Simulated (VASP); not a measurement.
# Pb (Fm-3m) in VASP: notebook

Pb is run at these levels: PBEsol-based screened hybrid with 25 % exact exchange, HSE06; tasks: single point.

All numbers are computed with VASP 6.6.1; they aren't measurements. Logs are shortened: lines on timing, memory, paths and dates and some standing lists are left out, and cuts for length are marked.

## 1. The cell of the first run

It takes space group Fm-3m (No. 225, cubic). Conventional cell: a = 5.015 Å, b = 5.015 Å, c = 5.015 Å, α = 90.00°, β = 90.00°, γ = 90.00°. Within 4.7 Å of Pb (site symmetry m-3m) lie 12 Pb at 3.55 Å.

## 2. Single point, PBEsol-based screened hybrid with 25 % exact exchange

POSCAR

```
Pb
1.0
    0.0000000000      2.5075897876      2.5075897876
    2.5075897876      0.0000000000      2.5075897876
    2.5075897876      2.5075897876      0.0000000000
Pb
1
Direct
    0.0000000000      0.0000000000      0.0000000000
```

INCAR.step1

```
SYSTEM = Pb
PREC = Accurate
ENCUT = 520
EDIFF = 1E-5
ISMEAR = -1
SIGMA = 0.05
LREAL = .FALSE.
LASPH = .TRUE.
NELM = 60
ALGO = Normal
ISIF = 2
LWAVE = .TRUE.
LCHARG = .FALSE.
GGA = PE
NBANDS = 13
```

INCAR.step2

```
SYSTEM = Pb
PREC = Accurate
ENCUT = 520
EDIFF = 1E-7
ISMEAR = -1
SIGMA = 0.05
LREAL = .FALSE.
LASPH = .TRUE.
NELM = 60
ALGO = Normal
ISIF = 2
LWAVE = .FALSE.
LCHARG = .FALSE.
GGA = PS
LHFCALC = .TRUE.
AEXX = 0.25
HFSCREEN = 0.207
PRECFOCK = Normal
ISTART = 1
NBANDS = 13
```

KPOINTS

```
regular mesh
0
G
  5 5 5
  0 0 0
```

Potentials or basis: VASP PAW PBE potentials, release 64 (Pb_d).

Started as:

```
> cat potpaw_PBE.64/Pb_d/POTCAR > POTCAR
> cp INCAR.step1 INCAR
> mpirun -np 1 vasp_std > vasp.out
> cp INCAR.step2 INCAR
> mpirun -np 1 vasp_std > vasp.out
```

OUTCAR:

```text
SYSTEM = Pb
   PREC = Accurate
   ENCUT = 520
   EDIFF = 1E-7
   ISMEAR = -1
   LREAL = .FALSE.
   LASPH = .TRUE.
   NELM = 60
   ISIF = 2
   GGA = PS
   LHFCALC = .TRUE.
   AEXX = 0.25
   HFSCREEN = 0.207
   PRECFOCK = Normal
   ISTART = 1

 ion  position               nearest neighbor table
   1  0.000  0.000  0.000-

  LATTYP: Found a face centered cubic cell.
 ALAT       =     5.0151795752

  Lattice vectors:

 A1 = (   0.0000000000,   2.5075897876,   2.5075897876)
 A2 = (   2.5075897876,   0.0000000000,   2.5075897876)
 A3 = (   2.5075897876,   2.5075897876,   0.0000000000)

Analysis of symmetry for initial positions (statically):
=====================================================================
 Subroutine PRICEL returns:
 Original cell was already a primitive cell.

 Routine SETGRP: Setting up the symmetry group for a
 face centered cubic supercell.

 Subroutine GETGRP returns: Found 48 space group operations
 (whereof 48 operations were pure point group operations)
 out of a pool of 48 trial point group operations.

The static configuration has the point symmetry O_h .

Analysis of symmetry for dynamics (positions and initial velocities):
=====================================================================
 Subroutine PRICEL returns:
 Original cell was already a primitive cell.

 Routine SETGRP: Setting up the symmetry group for a
 face centered cubic supercell.

 Subroutine GETGRP returns: Found 48 space group operations
 (whereof 48 operations were pure point group operations)
 out of a pool of 48 trial point group operations.

The dynamic configuration has the point symmetry O_h .

 Subroutine INISYM returns: Found 48 space group operations
 (whereof 48 operations are pure point group operations),
 and found     1 'primitive' translations

----------------------------------------------------------------------------------------

                                     Primitive cell

  volume of cell :      31.5355

  direct lattice vectors                    reciprocal lattice vectors
     0.000000000  2.507589788  2.507589788    -0.199394655  0.199394655  0.199394655
     2.507589788  0.000000000  2.507589788     0.199394655 -0.199394655  0.199394655
     2.507589788  2.507589788  0.000000000     0.199394655  0.199394655 -0.199394655

  length of vectors
     3.546267486  3.546267486  3.546267486     0.345361673  0.345361673  0.345361673

  position of ions in fractional coordinates (direct lattice)
     0.000000000  0.000000000  0.000000000

  ion indices of the primitive-cell ions
   primitive index   ion index
                 1           1

----------------------------------------------------------------------------------------

 KPOINTS: regular mesh

Automatic generation of k-mesh.
 Grid dimensions read from file:
 generate k-points for:    5    5    5

 Generating k-lattice:

  Cartesian coordinates                     Fractional coordinates (reciprocal lattice)
    -0.039878931  0.039878931  0.039878931     0.200000000  0.000000000  0.000000000
     0.039878931 -0.039878931  0.039878931     0.000000000  0.200000000  0.000000000
     0.039878931  0.039878931 -0.039878931     0.000000000  0.000000000  0.200000000

  Length of vectors
     0.069072335  0.069072335  0.069072335

  Shift w.r.t. Gamma in fractional coordinates (k-lattice)
     0.000000000  0.000000000  0.000000000

 Subroutine IBZKPT returns following result:
 ===========================================

 Found     10 irreducible k-points:

 Following reciprocal coordinates:
            Coordinates               Weight
  0.000000  0.000000  0.000000      1.000000
  0.200000  0.000000  0.000000      8.000000
  0.400000  0.000000  0.000000      8.000000
  0.200000  0.200000  0.000000      6.000000
  0.400000  0.200000  0.000000     24.000000
 -0.400000  0.200000  0.000000     24.000000
 -0.200000  0.200000  0.000000     12.000000
  0.400000  0.400000  0.000000      6.000000
 -0.400000  0.400000  0.000000     12.000000
 -0.400000  0.400000  0.200000     24.000000
   k-points           NKPTS =     10   k-points in BZ     NKDIM =    125   number of bands    NBANDS=     13
   number of dos      NEDOS =    301   number of ions     NIONS =      1
   total plane-waves  NPLWV =  21952
   dimension x,y,z NGX =    28 NGY =   28 NGZ =   28
   dimension x,y,z NGXF=    56 NGYF=   56 NGZF=   56
   ions per type =               1
   NGX,Y,Z   is equivalent  to a cutoff of  13.13, 13.13, 13.13 a.u.
   NGXF,Y,Z  is equivalent  to a cutoff of  26.25, 26.25, 26.25 a.u.
 SYSTEM =  Pb
   PREC   = accura    normal or accurate (medium, high low for compatibility)
   ISTART =      1    job   : 0-new  1-cont  2-samecut
   ICHARG =      0    charge: 1-file 2-atom 10-const
   ISPIN  =      1    spin polarized calculation?
   LNONCOLLINEAR =      F non collinear calculations
   LSORBIT =      F    spin-orbit coupling
   LASPH  =      T    aspherical Exc in radial PAW
   ENCUT  =  520.0 eV  38.22 Ry    6.18 a.u.   6.59  6.59  6.59*2*pi/ulx,y,z
   NELM   =     60;   NELMIN=  2; NELMDL=  0     # of ELM steps
   EDIFF  = 0.1E-06   stopping-criterion for ELM
   LREAL  =      F    real-space projection
   EDIFFG = 0.1E-05   stopping-criterion for IOM
   NSW    =      0    number of steps for IOM
   IBRION =     -1    ionic relax: 0-MD 1-quasi-New 2-CG
   NFREE  =      0    steps in history (QN), initial steepest desc. (CG)
   ISIF   =      2    stress and relaxation
   ISYM   =      3    0-nonsym 1-usesym 2-fastsym
   POTIM  = 0.5000    time-step for ionic-motion
   TEBEG  =    0.0;   TEEND  =   0.0 temperature during run
   PSTRESS=    0.0 pullay stress
   NELECT =      14.0000    total number of electrons
   NUPDOWN=      -1.0000    fix difference up-down
   EMIN   =  10.00;   EMAX   =-10.00  energy-range for DOS
   EFERMI =   0.00;   METHOD = LEGACY
   ISMEAR =    -1;   SIGMA  =   0.05  broadening in eV -4-tet -1-fermi 0-gaus
   EFERMI_NEDOS =   21; number of points for ismear=-14 and -15
   IALGO  =     38    algorithm
   IMIX   =      1    mixing-type and parameters
     AMIX     =   0.40;   BMIX     =  1.00
     AMIX_MAG =   1.60;   BMIX_MAG =  1.00
  volume/ion in A,a.u.               =      31.54       212.81
  Fermi-wavevector in a.u.,A,eV,Ry     =   1.248871  2.360025 21.220728  1.559680
  Thomas-Fermi vector in A             =   2.382938
   LORBIT       =      0    0 simple, 1 ext, 2 COOP (PROOUT), +10 PAW based schemes
   GGA     = PS    functional components
   LHFCALC =     T    Hartree Fock is set to
   PRECFOCK=normal    Normal, Fast or Accurate (Low or Medium for compatibility)
   ENCUT4O =  -1.0   cutoff for four orbital integrals eV
   NKREDX  =     1    reduce k-point grid by
   NKREDY  =     1    reduce k-point grid by
   NKREDZ  =     1    reduce k-point grid by
   AEXX    =    0.2500 exact exchange contribution
   HFSCREEN=    0.2070 screening length (either q_TF or 0.3 A-1)
   HFSCREENC=   0.2070 screening length for correlation (either q_TF or 0.3 A-1)
   ENCUTFOCK=  -1.0 apply spherical cutoff to Coloumb kernel
   IVDW    =     0    specifies the selected vdW correction
   LEPSILON=     F    determine dielectric tensor
   LRPA    =     F    only Hartree local field effects (RPA)
 non-spin polarized calculation
  energy-cutoff  :      520.00
  volume of cell :       31.54
 maximum number of plane-waves:       872
 NGX is ok and might be reduce to    28
  NGX = 20; NGY = 20; NGZ = 20

 number of electron      14.0000002 magnetization

 Free energy of the ion-electron system (eV)
  ---------------------------------------------------
  ext. energy  EPLUGINS =         0.00000000
  ---------------------------------------------------
  free energy    TOTEN  =        -4.34308220 eV

  energy without entropy =       -4.33026992  energy(sigma->0) =       -4.33667606

 E-fermi :   6.3354     XC(G=0):  -8.4021

 val. band max:        6.3096988034   @ k =  -0.4000   0.4000   0.2000
 cond. band min:       6.8784106353   @ k =  -0.2000   0.2000   0.0000
 fundamental gap:      0.5687118319
 Fermi energy:         6.3354118122

 k-point     1 :       0.0000    0.0000    0.0000
  band No.  band energies     occupation
      1     -12.2936      2.00000
      2     -12.2936      2.00000
      3     -12.2936      2.00000
      4     -12.1612      2.00000
      5     -12.1612      2.00000
      6      -6.1739      2.00000
      7      14.4859      0.00000
      8      14.4859      0.00000
      9      14.4859      0.00000
     10      17.1102      0.00000
     11      18.2795      0.00000
     12      19.5684      0.00000
     13      19.5684      0.00000

 k-point     2 :       0.2000    0.0000    0.0000
  band No.  band energies     occupation
      1     -12.2975      2.00000
      2     -12.2611      2.00000
      3     -12.2611      2.00000
      4     -12.1482      2.00000
      5     -12.1482      2.00000
      6      -5.3464      2.00000
      7       9.0645      0.00000
      8      13.6956      0.00000
      9      13.6956      0.00000
     10      16.2357      0.00000
     11      19.4167      0.00000
     12      19.9980      0.00000
     13      19.9980      0.00000

 k-point     3 :       0.4000    0.0000    0.0000
  band No.  band energies     occupation
      1     -12.3154      2.00000
      2     -12.2769      2.00000
      3     -12.2769      2.00000
      4     -12.0563      2.00000
      5     -12.0563      2.00000
      6      -3.0651      2.00000
      7       3.3203      2.00000
      8      12.7504      0.00000
      9      12.7504      0.00000
     10      16.1234      0.00000
     11      17.1369      0.00000
     12      18.4777      0.00000
     13      18.4777      0.00000

 k-point     4 :       0.2000    0.2000    0.0000
  band No.  band energies     occupation
      1     -12.3468      2.00000
      2     -12.2215      2.00000
      3     -12.1982      2.00000
      4     -12.1982      2.00000
      5     -12.1212      2.00000
      6      -5.0709      2.00000
      7      10.4032      0.00000
      8      11.7113      0.00000
      9      11.7113      0.00000
     10      15.1203      0.00000
     11      15.9892      0.00000
     12      23.2747      0.00000
     13      23.2767      0.00000

 k-point     5 :       0.4000    0.2000    0.0000
  band No.  band energies     occupation
      1     -12.3490      2.00000
      2     -12.2598      2.00000
      3     -12.1835      2.00000
      4     -12.1310      2.00000
      5     -12.0453      2.00000
      6      -3.2286      2.00000
      7       5.4548      2.00000
      8       9.7628      0.00000
      9      10.7494      0.00000
     10      14.3551      0.00000
     11      17.8323      0.00000
     12      21.3497      0.00000
     13      21.7729      0.00000

 k-point     6 :      -0.4000    0.2000    0.0000
  band No.  band energies     occupation
      1     -12.3174      2.00000
      2     -12.2414      2.00000
      3     -12.2052      2.00000
      4     -12.1050      2.00000
      5     -12.0596      2.00000
      6      -1.8247      2.00000
      7       3.0879      2.00000
      8       8.1093      0.00000
      9      11.4710      0.00000
     10      14.6606      0.00000
     11      19.7287      0.00000
     12      20.3868      0.00000
     13      23.0235      0.00000

 k-point     7 :      -0.2000    0.2000    0.0000
  band No.  band energies     occupation
      1     -12.2810      2.00000
      2     -12.2681      2.00000
      3     -12.1888      2.00000
      4     -12.1883      2.00000
      5     -12.0899      2.00000
      6      -4.0030      2.00000
      7       6.8784      0.00004
      8       8.7197      0.00000
      9      13.4975      0.00000
     10      16.4194      0.00000
     11      18.7769      0.00000
     12      19.7357      0.00000
     13      20.2818      0.00000

 k-point     8 :       0.4000    0.4000    0.0000
  band No.  band energies     occupation
      1     -12.4324      2.00000
      2     -12.3393      2.00000
      3     -12.0564      2.00000
      4     -12.0346      2.00000
      5     -12.0346      2.00000
      6      -1.9637      2.00000
      7       4.7083      2.00000
      8       9.2456      0.00000
      9       9.2456      0.00000
     10      12.6472      0.00000
     11      13.7546      0.00000
     12      25.7775      0.00000
     13      26.5382      0.00000

 k-point     9 :      -0.4000    0.4000    0.0000
  band No.  band energies     occupation
      1     -12.3910      2.00000
      2     -12.3020      2.00000
      3     -12.0832      2.00000
      4     -12.0695      2.00000
      5     -12.0306      2.00000
      6      -0.7342      2.00000
      7       3.7842      2.00000
      8       6.0145      1.99674
      9       9.5414      0.00000
     10      13.2162      0.00000
     11      17.0768      0.00000
     12      24.1966      0.00000
     13      25.0197      0.00000

 k-point    10 :      -0.4000    0.4000    0.2000
  band No.  band energies     occupation
      1     -12.2977      2.00000
      2     -12.2857      2.00000
      3     -12.1830      2.00000
      4     -12.0952      2.00000
      5     -12.0368      2.00000
      6      -1.3650      2.00000
      7       4.6623      2.00000
      8       6.3097      1.25161
      9       8.3677      0.00000
     10      16.8658      0.00000
     11      17.9990      0.00000
     12      19.4194      0.00000
     13      23.3470      0.00000

------------------------ aborting loop because EDIFF is reached ----------------------------------------

  FORCE on cell =-STRESS in cart. coord.  units (eV):
  Direction    XX          YY          ZZ          XY          YZ          ZX
  --------------------------------------------------------------------------------------
  -------------------------------------------------------------------------------------
  Total       -0.6044081     -0.6044081     -0.6044081     -0.0000000     -0.0000000      0.0000000
  in kB      -30.7072842    -30.7072842    -30.7072842     -0.0000000     -0.0000000      0.0000000
  external PRESSURE =     -30.7072842 kB  Pullay stress =       0.0000000 kB

 VOLUME and BASIS-vectors are now :
 -----------------------------------------------------------------------------
  energy-cutoff  :      520.00
  volume of cell :       31.54
      direct lattice vectors                 reciprocal lattice vectors
     0.000000000  2.507589788  2.507589788    -0.199394655  0.199394655  0.199394655
     2.507589788  0.000000000  2.507589788     0.199394655 -0.199394655  0.199394655
     2.507589788  2.507589788  0.000000000     0.199394655  0.199394655 -0.199394655

 POSITION                                       TOTAL-FORCE (eV/Angst)
 -----------------------------------------------------------------------------------
      0.00000      0.00000      0.00000         0.000000      0.000000      0.000000
 -----------------------------------------------------------------------------------
    total drift:                                0.000008      0.000006      0.000006

  FREE ENERGIE OF THE ION-ELECTRON SYSTEM (eV)
  ---------------------------------------------------
  free  energy   TOTEN  =        -4.3430821965 eV

  energy  without entropy=       -4.3302699200  energy(sigma->0) =       -4.33667606
```

Wall time 7.4 min (1 thread of Intel Xeon Platinum 8259CL at 2.50GHz (Skylake/Cascade Lake), shared host); peak memory 0.26 GiB.

What came out:

```
Free energy            : -4.3431 eV
Pressure               : -3.1 GPa
Band gap on the k mesh : zero (bands 7 and 8 overlap by 8.47 eV)
```

Levels at points of the mesh, in eV from the Fermi level:
| k point | band 4 | band 5 | band 6 | band 7 | band 8 | band 9 | band 10 | band 11 |
| --- | --- | --- | --- | --- | --- | --- | --- | --- |
| (0.00, 0.00, 0.00) | -18.50 | -18.50 | -12.51 | 8.15 | 8.15 | 8.15 | 10.77 | 11.94 |

Caveat: the k points lie up to 0.43 Å⁻¹ apart, too coarse for converged energies and pressures of a metal; the PAW data sets were made with another functional, which shifts forces and pressure a little; spin-orbit coupling is left out, which moves the levels of the heavy elements.

(Part 1 of 3 ends here.)

The gap in the log of VASP goes by the Fermi energy; the results here count the filled bands.